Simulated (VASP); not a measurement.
# HfSn2Te6 (P-3m1) in VASP: single point with PBE

Aim: the single point of HfSn2Te6 with PBE.

Program: VASP 6.6.1. These are calculated values, not measurements. Logs are shortened: lines on timing, memory, paths and dates and some standing lists are left out, and cuts for length are marked.

### Step 1. The cell of the first run

The structure is trigonal, space group P-3m1 (No. 164). The conventional cell has a = 4.091 Å, b = 4.091 Å, c = 21.407 Å, α = 90.00°, β = 90.00°, γ = 120.00°. Within 3.8 Å of Hf (site symmetry -3m) lie 6 Te at 2.92 Å. Sn (site symmetry 3m) has 6 Te at 2.97 Å within 3.9 Å. Te (site symmetry 3m) has 3 Sn at 2.97 Å within 3.9 Å. Within 3.8 Å of Te (site symmetry 3m) lie 3 Hf at 2.92 Å. Within 3.9 Å of Te (site symmetry 3m) lie 3 Sn at 2.97 Å.

### Step 2. Single point, PBE

POSCAR reads:

```
HfSn2Te6
1.0
    4.0910172516      0.0000000000      0.0000000000
   -2.0455086258      3.5429248672      0.0000000000
    0.0000000000      0.0000000000     21.4068218974
Hf Sn Te
1 2 6
Direct
    0.0000000000      0.0000000000      0.0000000000
    0.0000000000      0.0000000000      0.6626398502
    0.0000000000      0.0000000000      0.3373601498
    0.3333333333      0.6666666667      0.7467168057
    0.3333333333      0.6666666667      0.0804006999
    0.3333333333      0.6666666667      0.4217868961
    0.6666666667      0.3333333333      0.9195993001
    0.6666666667      0.3333333333      0.2532831943
    0.6666666667      0.3333333333      0.5782131039
```

INCAR.step1 reads:

```
SYSTEM = HfSn2Te6
ALGO = Normal
EDIFF = 1E-6
ENCUT = 400
GGA = PE
GGA_COMPAT = .False.
ISIF = 2
ISMEAR = 0
LASPH = .True.
LCHARG = .True.
LMAXMIX = 4
LORBIT = 11
LREAL = .False.
LWAVE = .False.
NBANDS = 47
NEDOS = 2001
NELM = 120
PREC = Accurate
SIGMA = 0.1
```

KPOINTS.step1 reads:

```
k-points
0
Gamma
  12 12 2
  0 0 0
```

INCAR.step2 reads:

```
SYSTEM = HfSn2Te6
ALGO = Normal
EDIFF = 1E-6
ENCUT = 400
GGA = PE
GGA_COMPAT = .False.
ICHARG = 11
ISIF = 2
ISMEAR = -5
LASPH = .True.
LCHARG = .False.
LMAXMIX = 4
LORBIT = 10
LREAL = .False.
LWAVE = .False.
NEDOS = 1001
NELM = 120
PREC = Accurate
SIGMA = 0.1
```

KPOINTS.step2 reads:

```
k-points
0
Gamma
  18 18 3
  0 0 0
```

Potentials or basis: VASP PAW PBE potentials, release 64 (Hf_pv, Sn_d, Te).

The run is started by

```console
$ cat potpaw_PBE.64/Hf_pv/POTCAR potpaw_PBE.64/Sn_d/POTCAR potpaw_PBE.64/Te/POTCAR > POTCAR
$ cp INCAR.step1 INCAR
$ cp KPOINTS.step1 KPOINTS
$ mpirun -np 1 vasp_std > vasp.out
$ cp INCAR.step2 INCAR
$ cp KPOINTS.step2 KPOINTS
$ mpirun -np 1 vasp_std > vasp.out
```

OUTCAR:

```text
SYSTEM = HfSn2Te6
   EDIFF = 1E-6
   ENCUT = 400
   GGA = PE
   ICHARG = 11
   ISIF = 2
   ISMEAR = -5
   LASPH = .True.
   LORBIT = 10
   LREAL = .False.
   NELM = 120
   PREC = Accurate

 ion  position               nearest neighbor table
   1  0.000  0.000  0.000-   5 2.92   7 2.92   5 2.92   7 2.92   7 2.92   5 2.92
   2  0.000  0.000  0.663-   4 2.97   4 2.97   4 2.97   9 2.97   9 2.97   9 2.97
   3  0.000  0.000  0.337-   8 2.97   8 2.97   8 2.97   6 2.97   6 2.97   6 2.97
   4  0.333  0.667  0.747-   2 2.97   2 2.97   2 2.97
   5  0.333  0.667  0.080-   1 2.92   1 2.92   1 2.92
   6  0.333  0.667  0.422-   3 2.97   3 2.97   3 2.97
   7  0.667  0.333  0.920-   1 2.92   1 2.92   1 2.92
   8  0.667  0.333  0.253-   3 2.97   3 2.97   3 2.97
   9  0.667  0.333  0.578-   2 2.97   2 2.97   2 2.97

  LATTYP: Found a hexagonal cell.
 ALAT       =     4.0910172516
 C/A-ratio  =     5.2326403388

  Lattice vectors:

 A1 = (   4.0910172516,   0.0000000000,   0.0000000000)
 A2 = (  -2.0455086258,   3.5429248672,   0.0000000000)
 A3 = (   0.0000000000,   0.0000000000,  21.4068218974)

Analysis of symmetry for initial positions (statically):
=====================================================================
 Subroutine PRICEL returns:
 Original cell was already a primitive cell.

 Routine SETGRP: Setting up the symmetry group for a
 hexagonal supercell.

 Subroutine GETGRP returns: Found 12 space group operations
 (whereof 12 operations were pure point group operations)
 out of a pool of 24 trial point group operations.

The static configuration has the point symmetry D_3d.

Analysis of symmetry for dynamics (positions and initial velocities):
=====================================================================
 Subroutine PRICEL returns:
 Original cell was already a primitive cell.

 Routine SETGRP: Setting up the symmetry group for a
 hexagonal supercell.

 Subroutine GETGRP returns: Found 12 space group operations
 (whereof 12 operations were pure point group operations)
 out of a pool of 24 trial point group operations.

The dynamic configuration has the point symmetry D_3d.

 Subroutine INISYM returns: Found 12 space group operations
 (whereof 12 operations are pure point group operations),
 and found     1 'primitive' translations

----------------------------------------------------------------------------------------

                                     Primitive cell

  volume of cell :     310.2740

  direct lattice vectors                    reciprocal lattice vectors
     4.091017252  0.000000000  0.000000000     0.244437982  0.141126335  0.000000000
    -2.045508626  3.542924867  0.000000000     0.000000000  0.282252669  0.000000000
     0.000000000  0.000000000 21.406821897     0.000000000  0.000000000  0.046714080

  length of vectors
     4.091017252  4.091017252 21.406821897     0.282252669  0.282252669  0.046714080

  position of ions in fractional coordinates (direct lattice)
     0.000000000  0.000000000  0.000000000
     0.000000000  0.000000000  0.662639850
     0.000000000  0.000000000  0.337360150
     0.333333333  0.666666667  0.746716806
     0.333333333  0.666666667  0.080400700
     0.333333333  0.666666667  0.421786896
     0.666666667  0.333333333  0.919599300
     0.666666667  0.333333333  0.253283194
     0.666666667  0.333333333  0.578213104

  ion indices of the primitive-cell ions
   primitive index   ion index
                 1           1
                 2           2
                 3           3
                 4           4
                 5           5
                 6           6
                 7           7
                 8           8
                 9           9

----------------------------------------------------------------------------------------

 KPOINTS: k-points

Automatic generation of k-mesh.
 Grid dimensions read from file:
 generate k-points for:   18   18    3

 Generating k-lattice:

  Cartesian coordinates                     Fractional coordinates (reciprocal lattice)
     0.013579888  0.007840352  0.000000000     0.055555556  0.000000000  0.000000000
     0.000000000  0.015680704  0.000000000     0.000000000  0.055555556  0.000000000
     0.000000000  0.000000000  0.015571360     0.000000000  0.000000000  0.333333333

  Length of vectors
     0.015680704  0.015680704  0.015571360

  Shift w.r.t. Gamma in fractional coordinates (k-lattice)
     0.000000000  0.000000000  0.000000000

 TETIRR: Found   1374 inequivalent tetrahedra from     5832

 Subroutine IBZKPT returns following result:
 ===========================================

 Found    101 irreducible k-points:

 Following reciprocal coordinates:
            Coordinates               Weight
  0.000000  0.000000  0.000000      1.000000
  0.055556 -0.000000  0.000000      6.000000
  0.111111 -0.000000  0.000000      6.000000
  0.166667  0.000000  0.000000      6.000000
  0.222222  0.000000  0.000000      6.000000
  0.277778  0.000000  0.000000      6.000000
[... 16 lines left out ...]
  0.333333  0.111111  0.000000     12.000000
  0.388889  0.111111  0.000000     12.000000
 [... further k-points ...]
   k-points           NKPTS =    101   k-points in BZ     NKDIM =    101   number of bands    NBANDS=     44
   number of dos      NEDOS =   1001   number of ions     NIONS =      9
   total plane-waves  NPLWV = 109760
   dimension x,y,z NGX =    28 NGY =   28 NGZ =  140
   dimension x,y,z NGXF=    56 NGYF=   56 NGZF=  280
   ions per type =               1   2   6
   NGX,Y,Z   is equivalent  to a cutoff of  11.38, 11.38, 10.87 a.u.
   NGXF,Y,Z  is equivalent  to a cutoff of  22.76, 22.76, 21.74 a.u.
 SYSTEM =  HfSn2Te6
   PREC   = accura    normal or accurate (medium, high low for compatibility)
   ISTART =      0    job   : 0-new  1-cont  2-samecut
   ICHARG =     11    charge: 1-file 2-atom 10-const
   ISPIN  =      1    spin polarized calculation?
   LNONCOLLINEAR =      F non collinear calculations
   LSORBIT =      F    spin-orbit coupling
   LASPH  =      T    aspherical Exc in radial PAW
   ENCUT  =  400.0 eV  29.40 Ry    5.42 a.u.   6.67  6.67 34.91*2*pi/ulx,y,z
   NELM   =    120;   NELMIN=  2; NELMDL=  0     # of ELM steps
   EDIFF  = 0.1E-05   stopping-criterion for ELM
   LREAL  =      F    real-space projection
   EDIFFG = 0.1E-04   stopping-criterion for IOM
   NSW    =      0    number of steps for IOM
   IBRION =     -1    ionic relax: 0-MD 1-quasi-New 2-CG
   NFREE  =      0    steps in history (QN), initial steepest desc. (CG)
   ISIF   =      2    stress and relaxation
   ISYM   =      2    0-nonsym 1-usesym 2-fastsym
   POTIM  = 0.5000    time-step for ionic-motion
   TEBEG  =    0.0;   TEEND  =   0.0 temperature during run
   PSTRESS=    0.0 pullay stress
   NELECT =      74.0000    total number of electrons
   NUPDOWN=      -1.0000    fix difference up-down
   EMIN   =  10.00;   EMAX   =-10.00  energy-range for DOS
   EFERMI =   0.00;   METHOD = LEGACY
   ISMEAR =    -5;   SIGMA  =   0.10  broadening in eV -4-tet -1-fermi 0-gaus
   EFERMI_NEDOS =   21; number of points for ismear=-14 and -15
   IALGO  =     38    algorithm
   IMIX   =      4    mixing-type and parameters
     AMIX     =   0.40;   BMIX     =  1.00
     AMIX_MAG =   1.60;   BMIX_MAG =  1.00
  volume/ion in A,a.u.               =      34.47       232.65
  Fermi-wavevector in a.u.,A,eV,Ry     =   1.015244  1.918532 14.023791  1.030720
  Thomas-Fermi vector in A             =   2.148518
   LORBIT       =     10    0 simple, 1 ext, 2 COOP (PROOUT), +10 PAW based schemes
   GGA     = PE    functional components
   LHFCALC =     F    Hartree Fock is set to
   AEXX    =    0.0000 exact exchange contribution
   IVDW    =     0    specifies the selected vdW correction
   LEPSILON=     F    determine dielectric tensor
   LRPA    =     F    only Hartree local field effects (RPA)
 non-spin polarized calculation
 Fermi weights with tetrahedron method with Bloechl corrections
  energy-cutoff  :      400.00
  volume of cell :      310.27
 maximum number of plane-waves:      5709
 NGX is ok and might be reduce to    28

 number of electron      73.9999993 magnetization

 Free energy of the ion-electron system (eV)
  ---------------------------------------------------
  ext. energy  EPLUGINS =         0.00000000
  ---------------------------------------------------
  free energy    TOTEN  =       -39.40478251 eV

  energy without entropy =      -39.40478251  energy(sigma->0) =      -39.40478251

 E-fermi :   4.7414     XC(G=0):  -8.8903

 val. band max:        4.7936419146   @ k =   0.0000   0.0000   0.3333
 cond. band min:       4.7224211907   @ k =   0.0556   0.0556   0.3333
 fundamental gap:     -0.0712207239
 Fermi energy:         4.7414499493

 k-point     1 :       0.0000    0.0000    0.0000
  band No.  band energies     occupation
      1     -26.9630      2.00000
      2     -26.9630      2.00000
      3     -26.9629      2.00000
      4     -16.7435      2.00000
      5     -16.7435      2.00000
      6     -16.7435      2.00000
[... 36 lines left out ...]
     43       7.4277      0.00000
     44       7.5625      0.00000
[... 1040 lines left out ...]
      4     -16.7590      2.00000
      5     -16.7590      2.00000
      6     -16.7328      2.00000
[... 36 lines left out ...]
     43       7.9155      0.00000
     44       8.2725      0.00000

 [... further k-points ...]

------------------------ aborting loop because EDIFF is reached ----------------------------------------

  FORCE on cell =-STRESS in cart. coord.  units (eV):
  Direction    XX          YY          ZZ          XY          YZ          ZX
  --------------------------------------------------------------------------------------
  -------------------------------------------------------------------------------------
  Total       -0.1886002     -0.1886002     -0.3248593      0.0000000      0.0000000      0.0000000
  in kB       -0.9738839     -0.9738839     -1.6774918      0.0000000      0.0000000      0.0000000
  external PRESSURE =      -1.2084199 kB  Pullay stress =       0.0000000 kB

 VOLUME and BASIS-vectors are now :
 -----------------------------------------------------------------------------
  energy-cutoff  :      400.00
  volume of cell :      310.27
      direct lattice vectors                 reciprocal lattice vectors
     4.091017252  0.000000000  0.000000000     0.244437982  0.141126335  0.000000000
    -2.045508626  3.542924867  0.000000000     0.000000000  0.282252669  0.000000000
     0.000000000  0.000000000 21.406821897     0.000000000  0.000000000  0.046714080

 POSITION                                       TOTAL-FORCE (eV/Angst)
 -----------------------------------------------------------------------------------
      0.00000      0.00000      0.00000         0.000000      0.000000      0.000000
      0.00000      0.00000     14.18501         0.000000     -0.000000      0.003420
      0.00000      0.00000      7.22181         0.000000      0.000000     -0.003420
     -0.00000      2.36195     15.98483         0.000000     -0.000000     -0.005342
     -0.00000      2.36195      1.72112        -0.000000      0.000000     -0.021917
     -0.00000      2.36195      9.02912        -0.000000      0.000000      0.004310
      2.04551      1.18097     19.68570         0.000000      0.000000      0.021917
      2.04551      1.18097      5.42199        -0.000000      0.000000      0.005342
      2.04551      1.18097     12.37770         0.000000     -0.000000     -0.004310
 -----------------------------------------------------------------------------------
    total drift:                               -0.000000      0.000000      0.000000

  FREE ENERGIE OF THE ION-ELECTRON SYSTEM (eV)
  ---------------------------------------------------
  free  energy   TOTEN  =       -39.4047825129 eV

  energy  without entropy=      -39.4047825129  energy(sigma->0) =      -39.40478251

 total charge

# of ion       s       p       d       tot
------------------------------------------
    1        0.300   6.374   1.374   8.049
    2        1.132   0.971  10.038  12.142
    3        1.132   0.971  10.038  12.142
    4        1.399   1.937   0.024   3.360
    5        1.370   2.039   0.027   3.436
    6        1.402   1.927   0.025   3.354
    7        1.370   2.039   0.027   3.436
    8        1.399   1.937   0.024   3.360
    9        1.402   1.927   0.025   3.354
--------------------------------------------------
tot         10.907  20.124  21.603  52.634
```

It took 19 min on 1 thread of Oxide Virtual Turin-like, shared host; peak memory 0.86 GiB.

What came out:

```yaml
Valence_electrons_inside_the_program's_atomic_spheres: Hf 8.05; Sn 12.14; Te 3.36, 3.44, 3.35 (each value once)
```

Caveat: spin-orbit coupling is left out, which moves the levels of the heavy elements; this functional lacks dispersion, which binds layers or chains, so the pressure and a relaxed spacing across them are unreliable.
